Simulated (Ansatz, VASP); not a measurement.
## BN: VASP beside Ansatz

```
B N
1.0
     2.56597    0.00000    0.00000
    -1.28298    2.22219    0.00000
     0.00000    0.00000    4.17744
B N
2 2
Direct
  0.33333 0.66667 0.99958
  0.66667 0.33333 0.49958
  0.33333 0.66667 0.37442
  0.66667 0.33333 0.87442
```

Change from the starting cell: strained cell.

Alike in both runs: functional PBEsol; k mesh 9 × 9 × 6; occupations gaussian, width 0.02 eV; no spin polarisation.

Ansatz relaxed the structure, and its values are those at the end. VASP's run is a single point on that final structure, the one shown.

```csv
,VASP,Ansatz
version,VASP 6.6.1,Ansatz 0.2.0
potentials or method,"VASP PAW PBE potentials, release 64 (B, N), cutoff 520 eV","scalar-relativistic, plane waves, PAW"
valence electrons in the cell,16,16
```

|  | VASP | Ansatz | Ansatz less VASP |
| --- | --- | --- | --- |
| gap on the k mesh at the Fermi level (eV) | 5.05 | 5.06 | +0.012 |
| least direct gap on the mesh (eV) | 8.06 | 8.07 | +0.001 |
| pressure (GPa) | -4.3 | -5.0 | -0.72 |

VASP's potentials were made for PBE, not for PBEsol, and Ansatz warns of the same on its side. The functional is the same, so the differences come from potentials, cutoffs and numerics. Ansatz's warnings: stress scf threshold loose.
